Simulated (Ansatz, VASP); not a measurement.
Two plane-wave programs on MgS

The input POSCAR:

```
MgS
1.0
    0.0000000000      2.5944902947      2.5944902947
    2.5944902947      0.0000000000      2.5944902947
    2.5944902947      2.5944902947      0.0000000000
S Mg
1 1
Direct
    0.2500000000      0.2500000000      0.2500000000
    0.0000000000      0.0000000000      0.0000000000
```

The input INCAR.step1:

```
  ALGO = Normal
  EDIFF = 1E-5
  ENCUT = 520
  GGA = PE
  ISIF = 2
  ISMEAR = 0
  LASPH = T
  LCHARG = F
  LREAL = F
  LWAVE = T
  NBANDS = 11
  NELM = 60
  PREC = Accurate
  SIGMA = 0.05
```

The input INCAR.step2:

```
  AEXX = 0.25
  ALGO = Normal
  EDIFF = 1E-6
  ENCUT = 520
  GGA = PE
  ISIF = 2
  ISMEAR = 0
  ISTART = 1
  LASPH = T
  LCHARG = F
  LHFCALC = T
  LREAL = F
  LWAVE = F
  NBANDS = 11
  NELM = 60
  PREC = Accurate
  PRECFOCK = Normal
  SIGMA = 0.05
```

The input KPOINTS:

```
k-points
0
Gamma
  6 6 6
```

input.yaml

```yaml
crystal:
  lattice:
    - [0.0, 2.5944902947, 2.5944902947]
    - [2.5944902947, 0.0, 2.5944902947]
    - [2.5944902947, 2.5944902947, 0.0]
  atoms:
    - { symbol: S, position: [0.25, 0.25, 0.25] }
    - { symbol: Mg, position: [0.0, 0.0, 0.0] }
hamiltonian:
  xc: pbe0
  pseudopotentials: { kind: paw, core: large }
kpoints:
  mp_grid: { grid: [6, 6, 6] }
scf:
  occupations: { method: gaussian, width: 0.05 }
output:
  forces: true
  stress: true
  eigenvalues: true
```

Alike in both runs: task single point; functional PBE0; k mesh 6 × 6 × 6; occupations gaussian, width 0.05 eV; no spin polarisation.

|  | VASP | Ansatz |
| --- | --- | --- |
| version | VASP 6.6.1 | Ansatz 0.2.0 |
| potentials or method | VASP PAW PBE potentials, release 64 (S, Mg) | Ansatz PAW |
| plane-wave cutoff (eV) | 520 | 420 |
| valence electrons in the cell | 8 | 16 |

Ansatz gave:

- gap on the k mesh at the Fermi level (eV): 5.26
- least direct gap on the mesh (eV): 6.76
- pressure (GPa): 26.2

Problem. Which values does VASP return?

Solution. gap on the k mesh at the Fermi level (eV): 5.26; least direct gap on the mesh (eV): 6.77; pressure (GPa): 26.2.

VASP's potentials hold 8 valence electrons a cell and Ansatz's 16, so a difference there can come from the potentials and not from the codes.
